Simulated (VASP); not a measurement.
Input of a VASP 6.6.1 run:

INCAR

```
  PREC = Accurate
  ENCUT = 520
  EDIFF = 1E-6
  ISMEAR = 0
  SIGMA = 0.01
  LREAL = False
  LASPH = True
  NELM = 80
  ALGO = Normal
  ISIF = 2
  LWAVE = False
  LCHARG = True
  GGA = PE
  LELF = True
  LVHAR = True
  NBANDS = 31
```

KPOINTS

```
Automatic mesh
0
Gamma
  6 6 4
```

The input POSCAR:

```
HfO2
1.0
    3.5698400791      0.0000000000      0.0000000000
    0.0000000000      3.5698400791      0.0000000000
    0.0000000000      0.0000000000      5.1890435994
Hf O
2 4
Direct
    0.5000000000      0.5000000000      0.5000000000
    0.0000000000      0.0000000000      0.0000000000
    0.0000000000      0.5000000000      0.6972078800
    0.5000000000      0.0000000000      0.8027921200
    0.5000000000      0.0000000000      0.3027921200
    0.0000000000      0.5000000000      0.1972078800
```

Potentials or basis: VASP PAW PBE potentials, release 64 (Hf_pv, O).

Run with:

```bash
$ cat potpaw_PBE.64/Hf_pv/POTCAR potpaw_PBE.64/O/POTCAR > POTCAR
$ mpirun -np 1 vasp_std > vasp.out
```

**Question.** What does it give for the largest force?

**Answer.** 0.042 eV/Å.

**Question.** Predict the pressure.

**Answer.** 3.9 GPa.

**Question.** Predict the band gap on the k mesh.

**Answer.** 4.71 eV, indirect (least direct gap 4.79 eV).

Stress tensor (GPa, compression positive):
```
4.03 0.00 0.00
0.00 4.03 0.00
0.00 0.00 3.58
```

Caveat: spin-orbit coupling is left out, which moves the levels of the heavy elements. Expect the measured gap to be larger: semilocal functionals such as PBE lack the derivative discontinuity.
